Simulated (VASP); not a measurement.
# BaTiO3 (Pm) in VASP: single point with PBE+U

Aim: the single point of BaTiO3 with PBE+U.

Everything below comes from runs of VASP 6.6.1. Logs are shortened: lines on timing, memory, paths and dates and some standing lists are left out, and cuts for length are marked.

### 1 The cell of the first run

Symmetry: Pm, No. 6, monoclinic system. The conventional cell has a = 4.072 Å, b = 4.008 Å, c = 4.072 Å, α = 90.00°, β = 90.25°, γ = 90.00°. Ba (site symmetry m) has 10 O at 2.38 to 2.90 Å within 3.1 Å. Ti (site symmetry m) has 6 O at 1.89 to 2.19 Å within 2.5 Å. Within 2.8 Å of O (site symmetry m) lie 2 Ti at 2.14 Å and 2 Ba at 2.38 to 2.48 Å and 2 O at 2.46 Å. Within 2.5 Å of O (site symmetry m) lie 2 Ti at 1.89 to 2.19 Å. O (site symmetry m) has 2 Ti at 1.89 to 2.19 Å and 2 O at 2.46 Å within 2.5 Å.

### 2 Single point, PBE+U (atom 3 (O) moved by (-0.450, -0.450) A along y and z)

Contents of INCAR:

```
SYSTEM = BaTiO3
PREC = Accurate ; ENCUT = 520
EDIFF = 1E-6 ; ISMEAR = 0
SIGMA = 0.05 ; LREAL = .False.
LASPH = .True. ; NELM = 150
ALGO = Normal ; ISIF = 2
LWAVE = .False. ; LCHARG = .True.
LMAXMIX = 4 ; LDAU = .True.
LDAUTYPE = 2 ; LDAUL = -1 2 -1
LDAUU = 0 4 0 ; LDAUJ = 0 0 0
LDAUPRINT = 1 ; GGA = PE
LELF = .True. ; LVHAR = .True.
NBANDS = 28
```

Contents of KPOINTS:

```
regular mesh
0
Gamma
  6 6 6
  0 0 0
```

Contents of POSCAR:

```
BaTiO3
1.0
    4.0082194129      0.0000000000      0.0000000000
    0.0000000000      2.8732814832      2.8859184405
    0.0000000000     -2.8732814832      2.8859184405
Ba Ti O
1 1 3
Direct
    0.0000000000      0.0080771898      0.0080771898
    0.5000000000      0.5197092923      0.5197092923
    0.0000000000      0.3353543674      0.4919697226
    0.5000000000      0.4938075436      0.9829991481
    0.5000000000      0.9829991481      0.4938075436
```

Potentials or basis: VASP PAW PBE potentials, release 64 (Ba_sv, Ti_sv, O).

The run is started by

```bash
> cat potpaw_PBE.64/Ba_sv/POTCAR potpaw_PBE.64/Ti_sv/POTCAR potpaw_PBE.64/O/POTCAR > POTCAR
> mpirun -np 1 vasp_std > vasp.out
```

OUTCAR:

```text
SYSTEM = BaTiO3
   PREC = Accurate
   ENCUT = 520
   EDIFF = 1E-6
   ISMEAR = 0
   LREAL = .False.
   LASPH = .True.
   NELM = 150
   ISIF = 2
   GGA = PE

 ion  position               nearest neighbor table
   1  0.000  0.008  0.008-   3 2.38   3 2.48   5 2.82   4 2.82   4 2.82   5 2.82   5 2.90   4 2.90
                             5 2.90   4 2.90   2 3.46   2 3.46   2 3.50   2 3.50   2 3.50   2 3.50
   2  0.500  0.520  0.520-   4 1.89   5 1.89   3 2.14   3 2.14   5 2.19   4 2.19   1 3.46   1 3.46
                             1 3.50   1 3.50   1 3.50   1 3.50   1 3.57   1 3.57
   3  0.000  0.335  0.492-   2 2.14   2 2.14   1 2.38   1 2.48
   4  0.500  0.494  0.983-   2 1.89   2 2.19   1 2.82   1 2.82   1 2.90   1 2.90
   5  0.500  0.983  0.494-   2 1.89   2 2.19   1 2.82   1 2.82   1 2.90   1 2.90

  LATTYP: Found a base centered orthorhombic cell.
 ALAT       =     5.7465629664
 B/A-ratio  =     1.0043980923
 C/A-ratio  =     0.6974985633

  Lattice vectors:

 A1 = (   0.0000000000,   2.8732814832,  -2.8859184405)
 A2 = (   0.0000000000,   2.8732814832,   2.8859184405)
 A3 = (   4.0082194129,   0.0000000000,   0.0000000000)

Analysis of symmetry for initial positions (statically):
=====================================================================
 Subroutine PRICEL returns:
 Original cell was already a primitive cell.

 Routine SETGRP: Setting up the symmetry group for a
 base centered orthorhombic supercell.

 Subroutine GETGRP returns: Found  2 space group operations
 (whereof  2 operations were pure point group operations)
 out of a pool of  8 trial point group operations.

The static configuration has the point symmetry C_1h.

Analysis of symmetry for dynamics (positions and initial velocities):
=====================================================================
 Subroutine PRICEL returns:
 Original cell was already a primitive cell.

 Routine SETGRP: Setting up the symmetry group for a
 base centered orthorhombic supercell.

 Subroutine GETGRP returns: Found  2 space group operations
 (whereof  2 operations were pure point group operations)
 out of a pool of  8 trial point group operations.

The dynamic configuration has the point symmetry C_1h.

 Subroutine INISYM returns: Found  2 space group operations
 (whereof  2 operations are pure point group operations),
 and found     1 'primitive' translations

----------------------------------------------------------------------------------------

                                     Primitive cell

  volume of cell :      66.4728

  direct lattice vectors                    reciprocal lattice vectors
     4.008219413  0.000000000  0.000000000     0.249487340  0.000000000  0.000000000
     0.000000000  2.873281483  2.885918440     0.000000000  0.174017061  0.173255070
     0.000000000 -2.873281483  2.885918440     0.000000000 -0.174017061  0.173255070

  length of vectors
     4.008219413  4.072379124  4.072379124     0.249487340  0.245559070  0.245559070

  position of ions in fractional coordinates (direct lattice)
     0.000000000  0.008077190  0.008077190
     0.500000000  0.519709292  0.519709292
     0.000000000  0.335354367  0.491969723
     0.500000000  0.493807544  0.982999148
     0.500000000  0.982999148  0.493807544

  ion indices of the primitive-cell ions
   primitive index   ion index
                 1           1
                 2           2
                 3           3
                 4           4
                 5           5

----------------------------------------------------------------------------------------

 KPOINTS: regular mesh

Automatic generation of k-mesh.
 Grid dimensions read from file:
 generate k-points for:    6    6    6

 Generating k-lattice:

  Cartesian coordinates                     Fractional coordinates (reciprocal lattice)
     0.041581223  0.000000000  0.000000000     0.166666667  0.000000000  0.000000000
     0.000000000  0.029002844  0.028875845     0.000000000  0.166666667  0.000000000
     0.000000000 -0.029002844  0.028875845     0.000000000  0.000000000  0.166666667

  Length of vectors
     0.041581223  0.040926512  0.040926512

  Shift w.r.t. Gamma in fractional coordinates (k-lattice)
     0.000000000  0.000000000  0.000000000

 Subroutine IBZKPT returns following result:
 ===========================================

 Found     80 irreducible k-points:

 Following reciprocal coordinates:
            Coordinates               Weight
  0.000000  0.000000  0.000000      1.000000
  0.166667  0.000000  0.000000      2.000000
  0.333333  0.000000  0.000000      2.000000
  0.500000  0.000000  0.000000      1.000000
  0.000000  0.166667 -0.000000      2.000000
  0.000000  0.000000 -0.166667      2.000000
[... 16 lines left out ...]
  0.166667  0.500000  0.000000      2.000000
 -0.166667  0.000000  0.500000      2.000000
 [... further k-points ...]
   k-points           NKPTS =     80   k-points in BZ     NKDIM =     80   number of bands    NBANDS=     28
   number of dos      NEDOS =    301   number of ions     NIONS =      5
   total plane-waves  NPLWV =  27000
   dimension x,y,z NGX =    30 NGY =   30 NGZ =   30
   dimension x,y,z NGXF=    60 NGYF=   60 NGZF=   60
   ions per type =               1   1   3
   NGX,Y,Z   is equivalent  to a cutoff of  12.44, 12.25, 12.25 a.u.
   NGXF,Y,Z  is equivalent  to a cutoff of  24.89, 24.49, 24.49 a.u.
 SYSTEM =  BaTiO3
   PREC   = accura    normal or accurate (medium, high low for compatibility)
   ISTART =      0    job   : 0-new  1-cont  2-samecut
   ICHARG =      2    charge: 1-file 2-atom 10-const
   ISPIN  =      1    spin polarized calculation?
   LNONCOLLINEAR =      F non collinear calculations
   LSORBIT =      F    spin-orbit coupling
   LASPH  =      T    aspherical Exc in radial PAW
   ENCUT  =  520.0 eV  38.22 Ry    6.18 a.u.   7.45  7.57  7.57*2*pi/ulx,y,z
   NELM   =    150;   NELMIN=  2; NELMDL= -5     # of ELM steps
   EDIFF  = 0.1E-05   stopping-criterion for ELM
   LREAL  =      F    real-space projection
   EDIFFG = 0.1E-04   stopping-criterion for IOM
   NSW    =      0    number of steps for IOM
   IBRION =     -1    ionic relax: 0-MD 1-quasi-New 2-CG
   NFREE  =      0    steps in history (QN), initial steepest desc. (CG)
   ISIF   =      2    stress and relaxation
   ISYM   =      2    0-nonsym 1-usesym 2-fastsym
   POTIM  = 0.5000    time-step for ionic-motion
   TEBEG  =    0.0;   TEEND  =   0.0 temperature during run
   PSTRESS=    0.0 pullay stress
   NELECT =      40.0000    total number of electrons
   NUPDOWN=      -1.0000    fix difference up-down
   EMIN   =  10.00;   EMAX   =-10.00  energy-range for DOS
   EFERMI =   0.00;   METHOD = LEGACY
   ISMEAR =     0;   SIGMA  =   0.05  broadening in eV -4-tet -1-fermi 0-gaus
   EFERMI_NEDOS =   21; number of points for ismear=-14 and -15
   IALGO  =     38    algorithm
   IMIX   =      4    mixing-type and parameters
     AMIX     =   0.40;   BMIX     =  1.00
     AMIX_MAG =   1.60;   BMIX_MAG =  1.00
  volume/ion in A,a.u.               =      13.29        89.72
  Fermi-wavevector in a.u.,A,eV,Ry     =   1.382124  2.611835 25.990747  1.910266
  Thomas-Fermi vector in A             =   2.506844
   LORBIT       =      0    0 simple, 1 ext, 2 COOP (PROOUT), +10 PAW based schemes
 LDA+U is selected, type is set to LDAUTYPE =  2
   angular momentum for each species LDAUL =    -1    2   -1
   U (eV)           for each species LDAUU =   0.0  4.0  0.0
   J (eV)           for each species LDAUJ =   0.0  0.0  0.0
   GGA     = PE    functional components
   LHFCALC =     F    Hartree Fock is set to
   AEXX    =    0.0000 exact exchange contribution
   IVDW    =     0    specifies the selected vdW correction
   LEPSILON=     F    determine dielectric tensor
   LRPA    =     F    only Hartree local field effects (RPA)
 non-spin polarized calculation
 Gauss-broadening in eV      SIGMA  =   0.05
  energy-cutoff  :      520.00
  volume of cell :       66.47
 maximum number of plane-waves:      1811
 NGX is ok and might be reduce to    30
   NGX = 15   NGY = 15   NGZ = 15

atom =   2  type =  2  l = 2

 onsite density matrix

spin component  1

  0.1131  0.0000  0.0000  0.0175  0.0000
  0.0000  0.2444 -0.0027  0.0000  0.0019
  0.0000 -0.0027  0.1316  0.0000 -0.0345
  0.0175  0.0000  0.0000  0.1179  0.0000
  0.0000  0.0019 -0.0345  0.0000  0.1934

spin component  2

  0.1131  0.0000  0.0000  0.0175  0.0000
  0.0000  0.2444 -0.0027  0.0000  0.0019
  0.0000 -0.0027  0.1316  0.0000 -0.0345
  0.0175  0.0000  0.0000  0.1179  0.0000
  0.0000  0.0019 -0.0345  0.0000  0.1934

 occupancies and eigenvectors

  o =  0.0978  v = -0.7532  0.0000  0.0000  0.6578  0.0000  0.0000  0.0000  0.0000  0.0000  0.0000      0.0000  0.0000  0.0000  0.0000  0.0000  0.0000  0.0000  0.0000  0.0000  0.0000
  o =  0.0978  v =  0.0000  0.0000  0.0000  0.0000  0.0000 -0.7532  0.0000  0.0000  0.6578  0.0000      0.0000  0.0000  0.0000  0.0000  0.0000  0.0000  0.0000  0.0000  0.0000  0.0000
  o =  0.1162  v =  0.0000  0.0130  0.9131  0.0000  0.4076  0.0000  0.0000  0.0000  0.0000  0.0000      0.0000  0.0000  0.0000  0.0000  0.0000  0.0000  0.0000  0.0000  0.0000  0.0000
  o =  0.1162  v =  0.0000  0.0000  0.0000  0.0000  0.0000  0.0000  0.0130  0.9131  0.0000  0.4076      0.0000  0.0000  0.0000  0.0000  0.0000  0.0000  0.0000  0.0000  0.0000  0.0000
  o =  0.1332  v =  0.0000  0.0000  0.0000  0.0000  0.0000 -0.6578  0.0000  0.0000 -0.7532  0.0000      0.0000  0.0000  0.0000  0.0000  0.0000  0.0000  0.0000  0.0000  0.0000  0.0000
  o =  0.1332  v = -0.6578  0.0000  0.0000 -0.7532  0.0000  0.0000  0.0000  0.0000  0.0000  0.0000      0.0000  0.0000  0.0000  0.0000  0.0000  0.0000  0.0000  0.0000  0.0000  0.0000
  o =  0.2086  v =  0.0000  0.0774  0.4054  0.0000 -0.9108  0.0000  0.0000  0.0000  0.0000  0.0000      0.0000  0.0000  0.0000  0.0000  0.0000  0.0000  0.0000  0.0000  0.0000  0.0000
  o =  0.2086  v =  0.0000  0.0000  0.0000  0.0000  0.0000  0.0000  0.0774  0.4054  0.0000 -0.9108      0.0000  0.0000  0.0000  0.0000  0.0000  0.0000  0.0000  0.0000  0.0000  0.0000
  o =  0.2447  v =  0.0000  0.0000  0.0000  0.0000  0.0000  0.0000 -0.9969  0.0434  0.0000 -0.0654      0.0000  0.0000  0.0000  0.0000  0.0000  0.0000  0.0000  0.0000  0.0000  0.0000
  o =  0.2447  v =  0.0000 -0.9969  0.0434  0.0000 -0.0654  0.0000  0.0000  0.0000  0.0000  0.0000      0.0000  0.0000  0.0000  0.0000  0.0000  0.0000  0.0000  0.0000  0.0000  0.0000

 number of electron      39.9999989 magnetization

 Free energy of the ion-electron system (eV)
  ---------------------------------------------------
  ext. energy  EPLUGINS =         0.00000000
  ---------------------------------------------------
  free energy    TOTEN  =       -36.07090650 eV

  energy without entropy =      -36.07090650  energy(sigma->0) =      -36.07090650

 E-fermi :   3.9158     XC(G=0): -11.0544

 val. band max:        3.6828389747   @ k =   0.5000   0.5000   0.5000
 cond. band min:       6.0828557710   @ k =   0.0000   0.0000   0.0000
 fundamental gap:      2.4000167963
 Fermi energy:         3.9158167438

 k-point     1 :       0.0000    0.0000    0.0000
  band No.  band energies     occupation
      1     -54.0723      2.00000
      2     -30.2831      2.00000
      3     -30.2170      2.00000
      4     -30.2132      2.00000
      5     -20.9932      2.00000
      6     -13.2367      2.00000
[... 20 lines left out ...]
     27      10.0000      0.00000
     28      10.4010      0.00000

 k-point     2 :       0.1667    0.0000    0.0000
  band No.  band energies     occupation
      1     -54.0722      2.00000
      2     -30.2828      2.00000
      3     -30.2240      2.00000
      4     -30.2123      2.00000
      5     -20.9653      2.00000
      6     -13.2636      2.00000
[... 20 lines left out ...]
     27      10.5985      0.00000
     28      10.7099      0.00000

 k-point     3 :       0.3333    0.0000    0.0000
  band No.  band energies     occupation
      1     -54.0718      2.00000
      2     -30.2822      2.00000
      3     -30.2373      2.00000
      4     -30.2114      2.00000
      5     -20.9085      2.00000
      6     -13.3540      2.00000
[... 616 lines left out ...]
      3     -30.2482      2.00000
      4     -30.2219      2.00000
      5     -20.8765      2.00000
      6     -13.2409      2.00000
[... 20 lines left out ...]
     27      12.1936      0.00000
     28      12.3297      0.00000

 k-point    24 :      -0.1667    0.0000    0.5000
  band No.  band energies     occupation
      1     -54.0715      2.00000
      2     -30.3181      2.00000
      3     -30.2225      2.00000
      4     -30.2109      2.00000
      5     -20.8331      2.00000
      6     -13.5203      2.00000
[... 20 lines left out ...]
     27      11.3074      0.00000
     28      11.5428      0.00000

 [... further k-points ...]
[... 5 lines left out ...]
  --------------------------------------------------------------------------------------
  -------------------------------------------------------------------------------------
  Total        1.1121418      2.8213887      3.8227895      0.0000000     -1.4525767      0.0000000
  in kB       26.8056931     68.0032704     92.1397978      0.0000000    -35.0111145      0.0000000
  external PRESSURE =      62.3162538 kB  Pullay stress =       0.0000000 kB

 VOLUME and BASIS-vectors are now :
 -----------------------------------------------------------------------------
  energy-cutoff  :      520.00
  volume of cell :       66.47
      direct lattice vectors                 reciprocal lattice vectors
     4.008219413  0.000000000  0.000000000     0.249487340  0.000000000  0.000000000
     0.000000000  2.873281483  2.885918440     0.000000000  0.174017061  0.173255070
     0.000000000 -2.873281483  2.885918440     0.000000000 -0.174017061  0.173255070

 POSITION                                       TOTAL-FORCE (eV/Angst)
 -----------------------------------------------------------------------------------
      0.00000      0.00000      0.04662         0.000000     -0.452916     -1.126068
      2.00411      0.00000      2.99968         0.000000     -0.792626     -1.413542
      0.00000     -0.45000      2.38759         0.000000      2.604809      3.344844
      2.00411     -1.40559      4.26194         0.000000     -0.074390      0.462951
      2.00411      1.40559      4.26194         0.000000     -1.284877     -1.268185
 -----------------------------------------------------------------------------------
    total drift:                                0.000000     -0.000012     -0.000818

  FREE ENERGIE OF THE ION-ELECTRON SYSTEM (eV)
  ---------------------------------------------------
  free  energy   TOTEN  =       -36.0709065041 eV

  energy  without entropy=      -36.0709065041  energy(sigma->0) =      -36.07090650
```

Run time: 5 min. Hardware: 1 thread of AMD EPYC 7R13, shared host; peak memory 0.25 GiB.

What came out:

- Free energy: -36.0709 eV
- Pressure: 6.2 GPa
- Largest force: 4.239 eV/Å
- Band gap on the k mesh: 2.40 eV, indirect (least direct gap 2.74 eV)

Forces in eV/Å, atoms in the order of the input:
```
Ba   0.000 -0.453 -1.126
Ti   0.000 -0.793 -1.414
O    0.000  2.605  3.345
O    0.000 -0.074  0.463
O    0.000 -1.285 -1.268
```

Eigenvalues of the final occupation matrices:
```
    site  spin  trace               eigenvalues
site 2 d     1   0.80  0.10 0.12 0.13 0.21 0.24
site 2 d     2   0.80  0.10 0.12 0.13 0.21 0.24
```

Caveat: the cell differs from its parent crystal (atom 3 (O) moved by (-0.450, -0.450) A along y and z); spin-orbit coupling is left out, which moves the levels of the heavy elements; forces of over 1 eV/Å act on the atoms, so gaps and moduli don't describe the material at rest.
